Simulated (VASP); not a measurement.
A run of VASP 6.6.1 is set up as follows.

INCAR

```
SYSTEM = BaZrO3
PREC = Accurate ; ENCUT = 910
EDIFF = 1E-6 ; ISMEAR = 0
SIGMA = 0.02 ; LREAL = .False.
LASPH = .True. ; NELM = 120
ALGO = Normal ; ISIF = 2
LWAVE = .False. ; LCHARG = .False.
GGA = PE ; NBANDS = 28
GGA_COMPAT = .False.
```

The input KPOINTS:

```
regular mesh
0
Gamma
  6 6 6
  0 0 0
```

The input POSCAR:

```
BaZrO3
1.0
    4.2275394304      0.0000000000      0.0000000000
    0.0000000000      4.2275394304      0.0000000000
    0.0000000000      0.0000000000      4.2275394304
Ba Zr O
1 1 3
Direct
    0.0000000000      0.0000000000      0.0000000000
    0.5000000000      0.5000000000      0.5000000000
    0.0000000000      0.5000000000      0.5000000000
    0.5000000000      0.0000000000      0.5000000000
    0.5000000000      0.5000000000      0.0000000000
```

Potentials or basis: VASP PAW PBE potentials, release 64 (Ba_sv, Zr_sv, O_h).

Launch:

```console
$ cat potpaw_PBE.64/Ba_sv/POTCAR potpaw_PBE.64/Zr_sv/POTCAR potpaw_PBE.64/O_h/POTCAR > POTCAR
$ mpirun -np 1 vasp_std > vasp.out
```

Estimate the band gap on the k mesh.

3.14 eV, indirect (least direct gap 3.39 eV).

What does it give for the pressure?

0.7 GPa.

Caveat: the cutoff is under 1.25 times the usual one of these potentials, so pressure, stress and relaxed cells hold a basis-set (Pulay) error; spin-orbit coupling is left out, which moves the levels of the heavy elements. A k mesh can miss the band edges.
